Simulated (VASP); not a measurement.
# Ge (Cmcm) in VASP: single point with PBEsol

Aim: the single point of Ge with PBEsol.

Everything below comes from runs of VASP 6.6.1. Logs are shortened: lines on timing, memory, paths and dates and some standing lists are left out, and cuts for length are marked.

### 1 The cell of the first run

It takes space group Cmcm (No. 63, orthorhombic). The conventional cell has a = 4.237 Å, b = 6.923 Å, c = 6.596 Å, α = 90.00°, β = 90.00°, γ = 90.00°. Ge (site symmetry m) has 4 Ge at 2.45 to 2.55 Å within 3.2 Å.

### 2 Single point, PBEsol (strain +0.0600 x Voigt [1, 0, 0, 0, 0, 0])

INCAR reads:

```
SYSTEM = Ge
  ALGO = Normal
  EDIFF = 1E-6
  ENCUT = 520
  GGA = PS
  ISIF = 2
  ISMEAR = 0
  LASPH = .TRUE.
  LCHARG = .FALSE.
  LREAL = .FALSE.
  LWAVE = .FALSE.
  NBANDS = 36
  NELM = 60
  PREC = Accurate
  SIGMA = 0.15
```

KPOINTS reads:

```
k-points
0
G
  12 12 8
  0 0 0
```

POSCAR reads:

```
Ge
1.0
    4.2367859335      0.0000000000      0.0000000000
   -2.1183929667      3.4614757064      0.0000000000
    0.0000000000      0.0000000000      6.5963651449
Ge
4
Direct
    0.6666666667      0.3333333333      0.0629118567
    0.3333333333      0.6666666667      0.5629118567
    0.6666666667      0.3333333333      0.4370881433
    0.3333333333      0.6666666667      0.9370881433
```

Potentials or basis: VASP PAW PBE potentials, release 64 (Ge_d).

Command:

```bash
$ cat potpaw_PBE.64/Ge_d/POTCAR > POTCAR
$ mpirun -np 1 vasp_std > vasp.out
```

OUTCAR:

```text
SYSTEM = Ge
   EDIFF = 1E-6
   ENCUT = 520
   GGA = PS
   ISIF = 2
   ISMEAR = 0
   LASPH = .TRUE.
   LREAL = .FALSE.
   NELM = 60
   PREC = Accurate

 ion  position               nearest neighbor table
   1  0.667  0.333  0.063-   4 2.45   3 2.47   4 2.55   4 2.55
   2  0.333  0.667  0.563-   3 2.45   4 2.47   3 2.55   3 2.55
   3  0.667  0.333  0.437-   2 2.45   1 2.47   2 2.55   2 2.55
   4  0.333  0.667  0.937-   1 2.45   2 2.47   1 2.55   1 2.55

  Warning from LATTYP: Monoclinic adjustment (A1->A3, A2->A1, A3->A2)!
  LATTYP: Found a base centered orthorhombic cell.
 ALAT       =     4.2367859335
 B/A-ratio  =     1.6340101958
 C/A-ratio  =     1.5569267007

  Lattice vectors:

 A1 = (   2.1183929667,  -3.4614757064,   0.0000000000)
 A2 = (   2.1183929668,   3.4614757064,   0.0000000000)
 A3 = (   0.0000000000,   0.0000000000,   6.5963651449)

Analysis of symmetry for initial positions (statically):
=====================================================================
 Subroutine PRICEL returns:
 Original cell was already a primitive cell.

 Routine SETGRP: Setting up the symmetry group for a
 base centered orthorhombic supercell.

 Subroutine GETGRP returns: Found  8 space group operations
 (whereof  4 operations were pure point group operations)
 out of a pool of  8 trial point group operations.

The static configuration has the point symmetry C_2h.
 The point group associated with its full space group is D_2h.

Analysis of symmetry for dynamics (positions and initial velocities):
=====================================================================
 Subroutine PRICEL returns:
 Original cell was already a primitive cell.

 Routine SETGRP: Setting up the symmetry group for a
 base centered orthorhombic supercell.

 Subroutine GETGRP returns: Found  8 space group operations
 (whereof  4 operations were pure point group operations)
 out of a pool of  8 trial point group operations.

The dynamic configuration has the point symmetry C_2h.
 The point group associated with its full space group is D_2h.

 Subroutine INISYM returns: Found  8 space group operations
 (whereof  4 operations are pure point group operations),
 and found     1 'primitive' translations

----------------------------------------------------------------------------------------

                                     Primitive cell

  volume of cell :      96.7392

  direct lattice vectors                    reciprocal lattice vectors
     4.236785934  0.000000000  0.000000000     0.236027974  0.144447063  0.000000000
    -2.118392967  3.461475706  0.000000000     0.000000000  0.288894126  0.000000000
     0.000000000  0.000000000  6.596365145     0.000000000  0.000000000  0.151598642

  length of vectors
     4.236785934  4.058251203  6.596365145     0.276720362  0.288894126  0.151598642

  position of ions in fractional coordinates (direct lattice)
     0.666666667  0.333333333  0.062911857
     0.333333333  0.666666667  0.562911857
     0.666666667  0.333333333  0.437088143
     0.333333333  0.666666667  0.937088143

  ion indices of the primitive-cell ions
   primitive index   ion index
                 1           1
                 2           2
                 3           3
                 4           4

----------------------------------------------------------------------------------------

 KPOINTS: k-points

Automatic generation of k-mesh.
 Grid dimensions read from file:
 generate k-points for:   12   12    8

 Generating k-lattice:

  Cartesian coordinates                     Fractional coordinates (reciprocal lattice)
     0.019668998  0.012037255  0.000000000     0.083333333 -0.000000000  0.000000000
     0.000000000  0.024074511  0.000000000     0.000000000  0.083333333  0.000000000
     0.000000000  0.000000000  0.018949830     0.000000000  0.000000000  0.125000000

  Length of vectors
     0.023060030  0.024074511  0.018949830

  Shift w.r.t. Gamma in fractional coordinates (k-lattice)
     0.000000000  0.000000000  0.000000000

 Subroutine IBZKPT returns following result:
 ===========================================

 Found    215 irreducible k-points:

 Following reciprocal coordinates:
            Coordinates               Weight
  0.000000  0.000000  0.000000      1.000000
  0.083333  0.000000  0.000000      4.000000
  0.166667  0.000000  0.000000      4.000000
  0.250000  0.000000  0.000000      4.000000
  0.333333  0.000000  0.000000      4.000000
  0.416667  0.000000  0.000000      4.000000
[... 16 lines left out ...]
  0.333333  0.166667  0.000000      4.000000
  0.416667  0.166667  0.000000      4.000000
 [... further k-points ...]
   k-points           NKPTS =    215   k-points in BZ     NKDIM =    215   number of bands    NBANDS=     36
   number of dos      NEDOS =    301   number of ions     NIONS =      4
   total plane-waves  NPLWV =  48000
   dimension x,y,z NGX =    32 NGY =   30 NGZ =   50
   dimension x,y,z NGXF=    64 NGYF=   60 NGZF=  100
   ions per type =               4
   NGX,Y,Z   is equivalent  to a cutoff of  12.56, 12.29, 12.60 a.u.
   NGXF,Y,Z  is equivalent  to a cutoff of  25.11, 24.58, 25.20 a.u.
 SYSTEM =  Ge
   PREC   = accura    normal or accurate (medium, high low for compatibility)
   ISTART =      0    job   : 0-new  1-cont  2-samecut
   ICHARG =      2    charge: 1-file 2-atom 10-const
   ISPIN  =      1    spin polarized calculation?
   LNONCOLLINEAR =      F non collinear calculations
   LSORBIT =      F    spin-orbit coupling
   LASPH  =      T    aspherical Exc in radial PAW
   ENCUT  =  520.0 eV  38.22 Ry    6.18 a.u.   7.88  7.55 12.26*2*pi/ulx,y,z
   NELM   =     60;   NELMIN=  2; NELMDL= -5     # of ELM steps
   EDIFF  = 0.1E-05   stopping-criterion for ELM
   LREAL  =      F    real-space projection
   EDIFFG = 0.1E-04   stopping-criterion for IOM
   NSW    =      0    number of steps for IOM
   IBRION =     -1    ionic relax: 0-MD 1-quasi-New 2-CG
   NFREE  =      0    steps in history (QN), initial steepest desc. (CG)
   ISIF   =      2    stress and relaxation
   ISYM   =      2    0-nonsym 1-usesym 2-fastsym
   POTIM  = 0.5000    time-step for ionic-motion
   TEBEG  =    0.0;   TEEND  =   0.0 temperature during run
   PSTRESS=    0.0 pullay stress
   NELECT =      56.0000    total number of electrons
   NUPDOWN=      -1.0000    fix difference up-down
   EMIN   =  10.00;   EMAX   =-10.00  energy-range for DOS
   EFERMI =   0.00;   METHOD = LEGACY
   ISMEAR =     0;   SIGMA  =   0.15  broadening in eV -4-tet -1-fermi 0-gaus
   EFERMI_NEDOS =   21; number of points for ismear=-14 and -15
   IALGO  =     38    algorithm
   IMIX   =      4    mixing-type and parameters
     AMIX     =   0.40;   BMIX     =  1.00
     AMIX_MAG =   1.60;   BMIX_MAG =  1.00
  volume/ion in A,a.u.               =      24.18       163.21
  Fermi-wavevector in a.u.,A,eV,Ry     =   1.364384  2.578312 25.327846  1.861544
  Thomas-Fermi vector in A             =   2.490705
   LORBIT       =      0    0 simple, 1 ext, 2 COOP (PROOUT), +10 PAW based schemes
   GGA     = PS    functional components
   LHFCALC =     F    Hartree Fock is set to
   AEXX    =    0.0000 exact exchange contribution
   IVDW    =     0    specifies the selected vdW correction
   LEPSILON=     F    determine dielectric tensor
   LRPA    =     F    only Hartree local field effects (RPA)
 non-spin polarized calculation
 Gauss-broadening in eV      SIGMA  =   0.15
  energy-cutoff  :      520.00
  volume of cell :       96.74
 maximum number of plane-waves:      2636
   NGX = 15   NGY = 15   NGZ = 25

 number of electron      56.0000020 magnetization

 Free energy of the ion-electron system (eV)
  ---------------------------------------------------
  ext. energy  EPLUGINS =         0.00000000
  ---------------------------------------------------
  free energy    TOTEN  =       -19.53984322 eV

  energy without entropy =      -19.53729345  energy(sigma->0) =      -19.53856833

 E-fermi :   4.2521     XC(G=0):  -9.8126

 val. band max:        4.2416986771   @ k =   0.0000   0.0000   0.1250
 cond. band min:       4.2750896560   @ k =   0.0000   0.4167   0.3750
 fundamental gap:      0.0333909789
 Fermi energy:         4.2521237177

 k-point     1 :       0.0000    0.0000    0.0000
  band No.  band energies     occupation
      1     -20.4937      2.00000
      2     -20.4579      2.00000
      3     -20.4562      2.00000
      4     -20.4554      2.00000
      5     -20.4471      2.00000
      6     -20.4228      2.00000
[... 28 lines left out ...]
     35       9.0977      0.00000
     36      10.1056      0.00000

 k-point     2 :       0.0833    0.0000    0.0000
  band No.  band energies     occupation
      1     -20.4954      2.00000
      2     -20.4646      2.00000
      3     -20.4606      2.00000
      4     -20.4565      2.00000
      5     -20.4383      2.00000
      6     -20.4197      2.00000
[... 28 lines left out ...]
     35       9.2533      0.00000
     36      10.4512      0.00000

 k-point     3 :       0.1667    0.0000    0.0000
  band No.  band energies     occupation
      1     -20.4990      2.00000
      2     -20.4736      2.00000
      3     -20.4667      2.00000
      4     -20.4590      2.00000
      5     -20.4284      2.00000
      6     -20.4198      2.00000
[... 28 lines left out ...]
     35       9.9019      0.00000
     36       9.9166      0.00000

 k-point     4 :       0.2500    0.0000    0.0000
  band No.  band energies     occupation
      1     -20.5022      2.00000
      2     -20.4803      2.00000
      3     -20.4730      2.00000
      4     -20.4616      2.00000
      5     -20.4211      2.00000
      6     -20.4209      2.00000
[... 28 lines left out ...]
     35       9.9279      0.00000
     36      10.9472      0.00000

 k-point     5 :       0.3333    0.0000    0.0000
  band No.  band energies     occupation
      1     -20.5035      2.00000
      2     -20.4854      2.00000
      3     -20.4782      2.00000
      4     -20.4636      2.00000
      5     -20.4193      2.00000
      6     -20.4154      2.00000
[... 655 lines left out ...]
 k-point    22 :       0.2500    0.1667    0.0000
  band No.  band energies     occupation
      1     -20.5056      2.00000
      2     -20.4854      2.00000
      3     -20.4803      2.00000
      4     -20.4628      2.00000
      5     -20.4152      2.00000
      6     -20.4005      2.00000
[... 28 lines left out ...]
     35       9.9819      0.00000
     36      11.3210      0.00000

 k-point    23 :       0.3333    0.1667    0.0000
  band No.  band energies     occupation
      1     -20.5052      2.00000
      2     -20.4895      2.00000
      3     -20.4847      2.00000
      4     -20.4690      2.00000
      5     -20.4033      2.00000
      6     -20.3893      2.00000
[... 28 lines left out ...]
     35      10.4526      0.00000
     36      11.3126      0.00000

 k-point    24 :       0.4167    0.1667    0.0000
  band No.  band energies     occupation
      1     -20.5054      2.00000
      2     -20.4925      2.00000
      3     -20.4852      2.00000
      4     -20.4732      2.00000
      5     -20.3939      2.00000
      6     -20.3938      2.00000
[... 28 lines left out ...]
     35      11.3615      0.00000
     36      11.7350      0.00000

 [... further k-points ...]
[... 5 lines left out ...]
  --------------------------------------------------------------------------------------
  -------------------------------------------------------------------------------------
  Total       -4.7486057     -0.8074425     -0.2589382     -0.0000000      0.0000000      0.0000000
  in kB      -78.6455569    -13.3727178     -4.2884880     -0.0000000      0.0000000      0.0000000
  external PRESSURE =     -32.1022542 kB  Pullay stress =       0.0000000 kB

 VOLUME and BASIS-vectors are now :
 -----------------------------------------------------------------------------
  energy-cutoff  :      520.00
  volume of cell :       96.74
      direct lattice vectors                 reciprocal lattice vectors
     4.236785934  0.000000000  0.000000000     0.236027974  0.144447063  0.000000000
    -2.118392967  3.461475706  0.000000000     0.000000000  0.288894126  0.000000000
     0.000000000  0.000000000  6.596365145     0.000000000  0.000000000  0.151598642

 POSITION                                       TOTAL-FORCE (eV/Angst)
 -----------------------------------------------------------------------------------
      2.11839      1.15383      0.41499         0.000000      0.345693     -0.233709
     -0.00000      2.30765      3.71317        -0.000000     -0.345693     -0.233709
      2.11839      1.15383      2.88319         0.000000      0.345693      0.233709
     -0.00000      2.30765      6.18138        -0.000000     -0.345693      0.233709
 -----------------------------------------------------------------------------------
    total drift:                               -0.000000      0.000000     -0.000000

  FREE ENERGIE OF THE ION-ELECTRON SYSTEM (eV)
  ---------------------------------------------------
  free  energy   TOTEN  =       -19.5398432190 eV

  energy  without entropy=      -19.5372934472  energy(sigma->0) =      -19.53856833
```

Run time: 6.5 min. Hardware: 1 thread of Oxide Virtual Turin-like, shared host; peak memory 0.55 GiB.

What came out:

- Free energy: -19.5398 eV
- Pressure: -3.2 GPa
- Largest force: 0.417 eV/Å
- Band gap on the k mesh: zero (band 28 reaches 4.32 eV, above the bottom of band 29 at 4.12 eV)

Forces on the atoms (eV/Å):
```
Ge   0.000  0.346 -0.234
Ge   0.000 -0.346 -0.234
Ge   0.000  0.346  0.234
Ge   0.000 -0.346  0.234
```

Levels at points of the mesh, in eV from the Fermi level:
| k point | band 24 | band 25 | band 26 | band 27 | band 28 | band 29 | band 30 | band 31 | band 32 | band 33 |
| --- | --- | --- | --- | --- | --- | --- | --- | --- | --- | --- |
| (0.00, 0.00, 0.00) | -1.56 | -1.43 | -0.54 | -0.52 | -0.10 | 0.11 | 0.22 | 1.88 | 2.44 | 3.00 |
| (0.50, 0.00, 0.00) | -6.38 | -4.36 | -2.84 | -2.56 | -1.11 | 0.61 | 1.75 | 3.60 | 3.68 | 4.48 |
| (0.00, 0.50, 0.00) | -6.68 | -4.26 | -3.22 | -2.68 | -1.52 | 0.12 | 1.20 | 3.30 | 3.50 | 4.77 |
| (0.00, 0.00, 0.50) | -4.69 | -0.93 | -0.93 | -0.78 | -0.78 | 0.30 | 0.30 | 3.00 | 3.00 | 3.60 |
| (0.50, 0.00, 0.50) | -7.56 | -2.35 | -2.35 | -2.09 | -2.09 | 0.62 | 0.62 | 2.24 | 2.24 | 6.00 |
| (0.00, 0.50, 0.50) | -7.71 | -2.54 | -2.54 | -2.26 | -2.26 | 0.24 | 0.24 | 2.18 | 2.18 | 5.76 |

Caveat: the cell differs from its parent crystal (strain +0.0600 x Voigt [1, 0, 0, 0, 0, 0]); the PAW data sets were made with another functional, which shifts forces and pressure a little.
